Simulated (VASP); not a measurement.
# Mg2B (I4/mmm) in VASP: a series of runs, part 2 of 2

VASP 6.6.1. Earlier steps stand in the parts before.

**3. Relaxation of cell and atoms, PBE**

Input file INCAR:

```
ALGO = Normal
EDIFF = 1E-7
EDIFFG = -0.04
ENCUT = 750
GGA = PE
GGA_COMPAT = False
IBRION = 2
ISIF = 3
ISMEAR = 0
LASPH = True
LCHARG = False
LREAL = False
LWAVE = False
NELM = 120
NELMIN = 4
NSW = 90
PREC = Accurate
SIGMA = 0.1
```

Input file KPOINTS:

```
k-points
0
Gamma
  6 6 6
```

Input file POSCAR:

```
Mg2B
1.0
   -1.9155026889      1.9155026889      3.1416213766
    1.9155026889     -1.9155026889      3.1416213766
    1.9155026889      1.9155026889     -3.1416213766
Mg B
2 1
Direct
    0.5930000000      0.5930000000      0.0000000000
    0.4070000000      0.4070000000      0.0000000000
    0.0000000000      0.0000000000      0.0000000000
```

Potentials or basis: VASP PAW PBE potentials, release 64 (Mg_sv, B).

Started as:

```
cat potpaw_PBE.64/Mg_sv/POTCAR potpaw_PBE.64/B/POTCAR > POTCAR
mpirun -np 1 vasp_std > vasp.out
```

OUTCAR:

```text
EDIFF = 1E-7
   EDIFFG = -0.04
   ENCUT = 750
   GGA = PE
   IBRION = 2
   ISIF = 3
   ISMEAR = 0
   LASPH = True
   LREAL = False
   NELM = 120
   NELMIN = 4
   NSW = 90
   PREC = Accurate

 ion  position               nearest neighbor table
   1  0.593  0.593  0.000-   2 1.17
   2  0.407  0.407  0.000-   1 1.17
   3  0.000  0.000  0.000-

  LATTYP: Found a body centered tetragonal cell.
 ALAT       =     3.8310053778
 C/A-ratio  =     1.6401028277

  Lattice vectors:

 A1 = (  -1.9155026889,   1.9155026889,   3.1416213766)
 A2 = (   1.9155026889,  -1.9155026889,   3.1416213766)
 A3 = (   1.9155026889,   1.9155026889,  -3.1416213766)

Analysis of symmetry for initial positions (statically):
=====================================================================
 Subroutine PRICEL returns:
 Original cell was already a primitive cell.

 Routine SETGRP: Setting up the symmetry group for a
 body centered tetragonal supercell.

 Subroutine GETGRP returns: Found 16 space group operations
 (whereof 16 operations were pure point group operations)
 out of a pool of 16 trial point group operations.

The static configuration has the point symmetry D_4h.

Analysis of symmetry for dynamics (positions and initial velocities):
=====================================================================
 Subroutine PRICEL returns:
 Original cell was already a primitive cell.

 Routine SETGRP: Setting up the symmetry group for a
 body centered tetragonal supercell.

 Subroutine GETGRP returns: Found 16 space group operations
 (whereof 16 operations were pure point group operations)
 out of a pool of 16 trial point group operations.

The dynamic configuration has the point symmetry D_4h.

 Subroutine INISYM returns: Found 16 space group operations
 (whereof 16 operations are pure point group operations),
 and found     1 'primitive' translations

----------------------------------------------------------------------------------------

                                     Primitive cell

  volume of cell :      46.1083

  direct lattice vectors                    reciprocal lattice vectors
    -1.915502689  1.915502689  3.141621377     0.000000000  0.261028086  0.159153488
     1.915502689 -1.915502689  3.141621377     0.261028086  0.000000000  0.159153488
     1.915502689  1.915502689 -3.141621377     0.261028086  0.261028086  0.000000000

  length of vectors
     4.148263007  4.148263007  4.148263007     0.305721269  0.305721269  0.369149459

  position of ions in fractional coordinates (direct lattice)
     0.593000000  0.593000000  0.000000000
     0.407000000  0.407000000  0.000000000
     0.000000000  0.000000000  0.000000000

  ion indices of the primitive-cell ions
   primitive index   ion index
                 1           1
                 2           2
                 3           3

----------------------------------------------------------------------------------------

 KPOINTS: k-points

Automatic generation of k-mesh.
 Grid dimensions read from file:
 generate k-points for:    6    6    6

 Generating k-lattice:

  Cartesian coordinates                     Fractional coordinates (reciprocal lattice)
     0.000000000  0.043504681  0.026525581     0.166666667  0.000000000 -0.000000000
     0.043504681  0.000000000  0.026525581     0.000000000  0.166666667 -0.000000000
[... 65 lines left out ...]
   ISYM   =      2    0-nonsym 1-usesym 2-fastsym
   POTIM  = 0.5000    time-step for ionic-motion
   TEBEG  =    0.0;   TEEND  =   0.0 temperature during run
   PSTRESS=    0.0 pullay stress
   NELECT =      23.0000    total number of electrons
   NUPDOWN=      -1.0000    fix difference up-down
   EMIN   =  10.00;   EMAX   =-10.00  energy-range for DOS
   EFERMI =   0.00;   METHOD = LEGACY
   ISMEAR =     0;   SIGMA  =   0.10  broadening in eV -4-tet -1-fermi 0-gaus
   EFERMI_NEDOS =   21; number of points for ismear=-14 and -15
   IALGO  =     38    algorithm
   IMIX   =      4    mixing-type and parameters
     AMIX     =   0.40;   BMIX     =  1.00
     AMIX_MAG =   1.60;   BMIX_MAG =  1.00
  volume/ion in A,a.u.               =      15.37       103.72
  Fermi-wavevector in a.u.,A,eV,Ry     =   1.298348  2.453521 22.935430  1.685707
  Thomas-Fermi vector in A             =   2.429682
   LORBIT       =      0    0 simple, 1 ext, 2 COOP (PROOUT), +10 PAW based schemes
   GGA     = PE    functional components
   LHFCALC =     F    Hartree Fock is set to
   AEXX    =    0.0000 exact exchange contribution
   IVDW    =     0    specifies the selected vdW correction
   LEPSILON=     F    determine dielectric tensor
   LRPA    =     F    only Hartree local field effects (RPA)
 conjugate gradient relaxation of ions
 non-spin polarized calculation
 Gauss-broadening in eV      SIGMA  =   0.10
  energy-cutoff  :      750.00
  volume of cell :       46.11
 maximum number of plane-waves:      2174
 NGX is ok and might be reduce to    40
   NGX = 19   NGY = 19   NGZ = 19

--------------------------------------- Ionic step        1  -------------------------------------------

 number of electron      23.0000008 magnetization

 Free energy of the ion-electron system (eV)
  ---------------------------------------------------
  ext. energy  EPLUGINS =         0.00000000
  ---------------------------------------------------
  free energy    TOTEN  =        14.52676344 eV

  energy without entropy =       14.53824849  energy(sigma->0) =       14.53250596

------------------------ aborting loop because EDIFF is reached ----------------------------------------

  FORCE on cell =-STRESS in cart. coord.  units (eV):
  Direction    XX          YY          ZZ          XY          YZ          ZX
  --------------------------------------------------------------------------------------
  -------------------------------------------------------------------------------------
  Total       -7.7498385     -7.7498385     95.0192003      0.0000000      0.0000000      0.0000000
  in kB     -269.2922572   -269.2922572   3301.7378370      0.0000000      0.0000000      0.0000000
  external PRESSURE =     921.0511075 kB  Pullay stress =       0.0000000 kB
[... 92 lines left out ...]
  FREE ENERGIE OF THE ION-ELECTRON SYSTEM (eV)
  ---------------------------------------------------
  free  energy   TOTEN  =        54.8760611102 eV

  energy  without entropy=       54.8819158651  energy(sigma->0) =       54.87898849

 E-fermi :   4.2255     XC(G=0): -10.0581

 val. band max:        4.2022593172   @ k =   0.3333   0.1667   0.0000
 cond. band min:       4.2534066871   @ k =  -0.1667   0.1667   0.0000
 fundamental gap:      0.0511473699
 Fermi energy:         4.2255226443

 k-point     1 :       0.0000    0.0000    0.0000
  band No.  band energies     occupation
      1     -71.8751      2.00000
      2     -71.8466      2.00000
      3     -38.6695      2.00000
      4     -38.6514      2.00000
      5     -38.6514      2.00000
      6     -38.5908      2.00000
      7     -38.5908      2.00000
      8     -38.5725      2.00000
      9      -5.6206      2.00000
     10       2.4985      2.00000
     11       3.9047      1.99999
     12       5.6710      0.00000
     13       5.6710      0.00000
     14       8.9885      0.00000
[... 403 lines left out ...]
      4     -38.6504      2.00000
      5     -38.6502      2.00000
      6     -38.5957      2.00000
      7     -38.5914      2.00000
      8     -38.5769      2.00000
      9      -4.7428      2.00000
     10      -0.1298      2.00000
     11       3.2933      2.00000
     12       5.4933      0.00000
     13       6.9718      0.00000
     14       8.2613      0.00000
     15       9.7423      0.00000

 [... further k-points ...]

[... ionic steps 4 to 31 ...]

--------------------------------------- Ionic step       32  -------------------------------------------

 number of electron      23.0000005 magnetization

------------------------ aborting loop because EDIFF is reached ----------------------------------------
[... 69 lines left out ...]
--------------------------------------- Ionic step       34  -------------------------------------------

 number of electron      23.0000006 magnetization

 Free energy of the ion-electron system (eV)
  ---------------------------------------------------
  ext. energy  EPLUGINS =         0.00000000
  ---------------------------------------------------
  free energy    TOTEN  =        -7.52578506 eV

  energy without entropy =       -7.52161020  energy(sigma->0) =       -7.52369763

 E-fermi :   3.8082     XC(G=0):  -9.8598

 val. band max:        3.7922511775   @ k =   0.5000   0.5000   0.0000
 cond. band min:       3.8230787690   @ k =  -0.1667   0.1667   0.0000
 fundamental gap:      0.0308275915
 Fermi energy:         3.8081526443

 k-point     1 :       0.0000    0.0000    0.0000
  band No.  band energies     occupation
      1     -72.2571      2.00000
      2     -72.2297      2.00000
      3     -39.0824      2.00000
      4     -39.0148      2.00000
      5     -39.0148      2.00000
      6     -38.9809      2.00000
      7     -38.9809      2.00000
      8     -38.9556      2.00000
      9      -5.6757      2.00000
     10       2.5600      2.00000
     11       4.0083      0.00465
     12       5.1211      0.00000
     13       5.1211      0.00000
     14       7.9440      0.00000
[... 445 lines left out ...]
  FREE ENERGIE OF THE ION-ELECTRON SYSTEM (eV)
  ---------------------------------------------------
  free  energy   TOTEN  =        -7.5257850647 eV

  energy  without entropy=       -7.5216101967  energy(sigma->0) =       -7.52369763

 reached required accuracy - stopping structural energy minimisation
```

OSZICAR:

```text
N       E                     dE             d eps       ncg     rms          rms(c)
DAV:   1     0.291881311584E+03    0.29188E+03   -0.19621E+04  1004   0.215E+03
DAV:   2     0.427608747616E+02   -0.24912E+03   -0.24614E+03  1019   0.584E+02
DAV:   3     0.146357225258E+02   -0.28125E+02   -0.28008E+02  1709   0.130E+02
[... 464 lines left out ...]
DAV:   5    -0.752577304961E+01   -0.10637E-03   -0.22927E-04  1469   0.166E-01    0.170E-02
DAV:   6    -0.752578596325E+01   -0.12914E-04   -0.32528E-05  1483   0.498E-02    0.107E-02
DAV:   7    -0.752578498526E+01    0.97800E-06   -0.25929E-06  1096   0.243E-02    0.552E-03
DAV:   8    -0.752578512944E+01   -0.14418E-06   -0.10667E-06  1096   0.189E-02    0.557E-04
DAV:   9    -0.752578502264E+01    0.10679E-06   -0.40067E-08   485   0.296E-03    0.411E-04
DAV:  10    -0.752578506468E+01   -0.42035E-07   -0.10438E-08   471   0.132E-03
  34 F= -.75257851E+01 E0= -.75236976E+01  d E =-.652608E-02
```

CONTCAR:

```text
Mg2B
   1.00000000000000
    -1.7276270965594673    1.7276270965594673    3.8370453064253929
     1.7276270965594673   -1.7276270965594673    3.8370453064253929
     1.7276270965594673    1.7276270965594673   -3.8370453064253929
  Mg              B
     2     1
Direct
     0.3378090125511524    0.3378090125511524    0.0000000000000000
     0.6621909874488479    0.6621909874488479    0.0000000000000000
     0.0000000000000000    0.0000000000000000    0.0000000000000000

  0.00000000E+00  0.00000000E+00  0.00000000E+00
  0.00000000E+00  0.00000000E+00  0.00000000E+00
  0.00000000E+00  0.00000000E+00  0.00000000E+00
```

Wall time 19 min (1 thread of Intel Xeon Platinum 8559C (Emerald Rapids), shared host); peak memory 0.26 GiB.

What came out:

* Free energy: -7.5258 eV
* Relaxed volume: 15.27 Å³/atom
* Relaxed cell: a = 4.549 Å, b = 4.549 Å, c = 4.549 Å, α = 135.36°, β = 135.36°, γ = 64.97°
* Space group after relaxing (to 0.1 Å): I4/mmm (No. 139)
* Pressure after relaxing: -0.1 GPa
* Largest force after relaxing: 0.006 eV/Å
* Band gap on the k mesh: zero (an odd number of electrons rules out a gap without spin polarisation)

Forces in eV/Å, atoms in the order of the input:
```
Mg   0.000  0.000 -0.006
Mg   0.000  0.000  0.006
B    0.000  0.000  0.000
```

Stress tensor (GPa, compression positive):
```
-0.24  0.00  0.00
 0.00 -0.24  0.00
 0.00  0.00  0.24
```

Final structure:
```cif
data_structure
_symmetry_space_group_name_H-M 'P 1'
_symmetry_Int_Tables_number 1
_cell_length_a 4.5489
_cell_length_b 4.5489
_cell_length_c 4.5489
_cell_angle_alpha 135.358
_cell_angle_beta 135.358
_cell_angle_gamma 64.974
_cell_volume 45.81
loop_
_atom_site_label
_atom_site_type_symbol
_atom_site_fract_x
_atom_site_fract_y
_atom_site_fract_z
_atom_site_occupancy
Mg1 Mg 0.33781 0.33781 0.00000 1
Mg2 Mg 0.66219 0.66219 0.00000 1
B1 B 0.00000 0.00000 0.00000 1
```

Levels at points of the mesh, in eV from the Fermi level:
| k point | band 9 | band 10 | band 11 | band 12 | band 13 | band 14 |
| --- | --- | --- | --- | --- | --- | --- |
| (0.00, 0.00, 0.00) | -9.48 | -1.25 | 0.20 | 1.31 | 1.31 | 4.14 |
| (0.50, 0.00, 0.00) | -6.86 | -5.18 | -2.00 | -0.14 | 1.87 | 5.10 |
| (0.50, 0.50, 0.00) | -5.21 | -3.51 | -2.09 | -1.37 | -0.07 | -0.02 |
| (0.50, 0.50, 0.50) | -7.83 | -6.27 | 0.59 | 0.59 | 3.20 | 3.72 |
